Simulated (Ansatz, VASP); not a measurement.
## One calculation of BN, two programs

```
B N
1.0
     3.62470    0.00000    0.00000
     0.00000   -3.62470    0.00000
     0.00000    0.00000   -3.62470
B N
4 4
Direct
  0.00000 0.00000 0.00000
  0.50000 0.50000 0.00000
  0.50000 0.00000 0.50000
  0.00000 0.50000 0.50000
  0.75000 0.72931 0.75000
  0.25000 0.25000 0.75000
  0.25000 0.75000 0.25000
  0.75000 0.25000 0.25000
```

Alike in both runs: task single point; functional PBE; k mesh 6 × 6 × 6; occupations gaussian, width 0.05 eV; no spin polarisation.

|  | VASP | Ansatz |
| --- | --- | --- |
| version | VASP 6.6.1 | Ansatz 0.2.0 |
| potentials or method | VASP PAW PBE potentials, release 64 (B, N), cutoff 520 eV | scalar-relativistic, plane waves, PAW |
| valence electrons in the cell | 32 | 32 |

```csv
,VASP,Ansatz,Ansatz less VASP
gap on the k mesh at the Fermi level (eV),4.26,4.28,+0.012
least direct gap on the mesh (eV),4.26,4.28,+0.012
pressure (GPa),0.7,0.5,-0.24
"traceless stress, the component that is largest in VASP (GPa)",0.41,0.37,-0.046
rms of the force components (eV/Å),0.591,0.588,-0.0030
```

Atom by atom the forces differ by 0.004 eV/Å (rms over components). The functional is the same, so the differences come from potentials, cutoffs and numerics.
